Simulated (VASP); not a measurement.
## WC: single point with PBEsol+U

The system is WC.

```
CELL_PARAMETERS angstrom
0.00000 2.17317 2.17317
2.17317 0.00000 2.17317
2.17317 2.17317 0.00000
ATOMIC_POSITIONS crystal
W 0.00000 0.00000 0.00000
C 0.50000 0.50000 0.50000
```

```yaml
Program: VASP 6.6.1
Task: single point
Functional: PBEsol
Potentials_or_basis: VASP PAW PBE potentials, release 64 (W_sv, C)
Cutoff: 520 eV
k_mesh: 10 × 10 × 10
Occupations: fermi-dirac, width 0.05 eV
Spin: no spin polarisation
Hubbard_terms: W d U = 3.0 eV
Dipole_correction: no
Further_INCAR_settings: ALGO = Normal; EDIFF = 1e-06; NBANDS = 16
```

```json
{
 "Pressure": "6.6 GPa",
 "Band gap on the k mesh": "zero (band 9 reaches 14.10 eV, above the bottom of band 10 at 10.73 eV)"
}
```

Levels at points of the mesh, in eV from the Fermi level:
```tsv
k point	band 6	band 7	band 8	band 9	band 10	band 11	band 12	band 13
(0.00, 0.00, 0.00)	-2.88	-2.88	-2.88	-1.28	-1.28	-1.28	-1.02	-1.02
(0.50, 0.00, 0.00)	-10.24	-6.84	-6.84	1.11	1.11	2.37	4.64	9.03
(0.50, 0.50, 0.00)	-6.05	-5.92	-2.74	-2.74	0.89	2.41	2.41	5.48
```

Eigenvalues of the final occupation matrices:
```
    site  spin  trace               eigenvalues
site 1 d     1   1.71  0.34 0.34 0.34 0.35 0.35
site 1 d     2   1.71  0.34 0.34 0.34 0.35 0.35
```

Run time: 8.3 s on 1 thread of AMD EPYC 9R45 96-Core Processor (Zen 5), with other jobs on the host, peak memory 0.12 GiB.

Caveat: the PAW data sets were made with another functional, which shifts forces and pressure a little; spin-orbit coupling is left out, which moves the levels of the heavy elements; U without spin polarisation on a metal has little footing; the U is typed as a test and isn't derived for this compound.
